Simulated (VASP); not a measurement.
Here is a VASP 6.6.1 calculation.

INCAR

```
PREC = Accurate
ENCUT = 520
EDIFF = 1E-7
ISMEAR = 0
SIGMA = 0.05
LREAL = False
LASPH = True
NELM = 100
ALGO = Normal
ISIF = 2
LWAVE = False
LCHARG = False
GGA = CA
NBANDS = 36
NELECT = 48.0
```

File KPOINTS:

```
regular mesh
0
Gamma
  6 6 6
```

File POSCAR:

```
HC12
1.0
    1.7657489870     -3.5314979740     -1.7657489870
    3.5314979740     -1.7657489870      1.7657489870
   -1.7657489870     -3.5314979740      1.7657489870
C H
12 1
Direct
    0.2500000000      1.0000000000      0.2500000000
    0.0833333333      0.3333333333      0.7500000000
    0.9166666667      0.6666666667      0.2500000000
    0.7500000000      1.0000000000      0.7500000000
    0.5833333333      0.3333333333      0.2500000000
    0.4166666667      0.6666666667      0.7500000000
    0.9583333333      0.3333333333      0.1250000000
    0.7916666667      0.6666666667      0.6250000000
    0.6250000000      1.0000000000      0.1250000000
    0.4583333333      0.3333333333      0.6250000000
    0.2916666667      0.6666666667      0.1250000000
    0.1250000000      1.0000000000      0.6250000000
    1.1250000000      0.3333333333      0.2916666667
```

Potentials or basis: VASP PAW LDA potentials, release 64 (C, H).

Run with:

```sh
$ cat potpaw_LDA.64/C/POTCAR potpaw_LDA.64/H/POTCAR > POTCAR
$ mpirun -np 1 vasp_std > vasp.out
```

(1) Estimate the largest force.

## Answers

(1) 4.215 eV/Å.

Caveat: the cell carries a net charge on a neutralising background, which shifts energy and pressure.
